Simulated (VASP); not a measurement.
Here is a VASP 6.6.1 calculation.

INCAR

```
SYSTEM = LiNbO3
ALGO     = Normal         ! electronic algorithm
EDIFF    = 1E-6           ! SCF threshold, eV
EDIFFG   = -0.05          ! ionic threshold
ENCUT    = 600            ! plane-wave cutoff, eV
GGA      = PE             ! functional
IBRION   = 2              ! ionic algorithm
ISIF     = 3              ! what is computed and relaxed
ISMEAR   = 0              ! smearing method
LASPH    = .True.         ! aspherical terms in the spheres
LCHARG   = .False.        ! write CHGCAR
LREAL    = .False.        ! projectors in reciprocal space
LWAVE    = .False.        ! write WAVECAR
NELM     = 60             ! most SCF steps
NSW      = 100            ! ionic steps
PREC     = Accurate       ! precision mode
SIGMA    = 0.1            ! smearing width, eV
```

The input KPOINTS:

```
k-points
0
Gamma
  6 6 6
  0 0 0
```

POSCAR

```
LiNbO3
1.0
    2.5689000000      1.4831551065      4.4995666667
   -2.5689000000      1.4831551065      4.4995666667
    0.0000000000     -2.9663102130      4.4995666667
Li Nb O
2 2 6
Direct
    0.2500000000      0.2500000000      0.2500000000
    0.7500000000      0.7500000000      0.7500000000
    0.0000000000      0.0000000000      0.0000000000
    0.5000000000      0.5000000000      0.5000000000
    0.1243500000      0.3756500000      0.7500000000
    0.7500000000      0.1243500000      0.3756500000
    0.3756500000      0.7500000000      0.1243500000
    0.2500000000      0.8756500000      0.6243500000
    0.8756500000      0.6243500000      0.2500000000
    0.6243500000      0.2500000000      0.8756500000
```

Potentials or basis: VASP PAW PBE potentials, release 64 (Li_sv, Nb_sv, O).

The run is started by

```sh
$ cat potpaw_PBE.64/Li_sv/POTCAR potpaw_PBE.64/Nb_sv/POTCAR potpaw_PBE.64/O/POTCAR > POTCAR
$ mpirun -np 1 vasp_std > vasp.out
```

Question: What does it give for the space group after relaxing (to 0.05 Å)?

Answer: R-3c (No. 167).

Question: What does it give for the relaxed volume?

Answer: 10.81 Å³/atom.

Question: What does it give for the relaxed cell?

Answer: a = 5.501 Å, b = 5.501 Å, c = 5.501 Å, α = 56.47°, β = 56.47°, γ = 56.47°.

Question: Predict the band gap on the k mesh.

Answer: 2.50 eV, indirect (least direct gap 2.63 eV).

Final structure:
```
Li Nb O
1.0
     2.60262    1.50263    4.60788
    -2.60262    1.50263    4.60788
     0.00000   -3.00525    4.60788
Li Nb O
2 2 6
Direct
  0.25000 0.25000 0.25000
  0.75000 0.75000 0.75000
  0.00000 0.00000 0.00000
  0.50000 0.50000 0.50000
  0.12917 0.37083 0.75000
  0.75000 0.12917 0.37083
  0.37083 0.75000 0.12917
  0.25000 0.87083 0.62917
  0.87083 0.62917 0.25000
  0.62917 0.25000 0.87083
```

Caveat: the cutoff is under 1.25 times the usual one of these potentials, so pressure, stress and relaxed cells hold a basis-set (Pulay) error. Expect the measured gap to be larger: semilocal functionals such as PBE lack the derivative discontinuity.
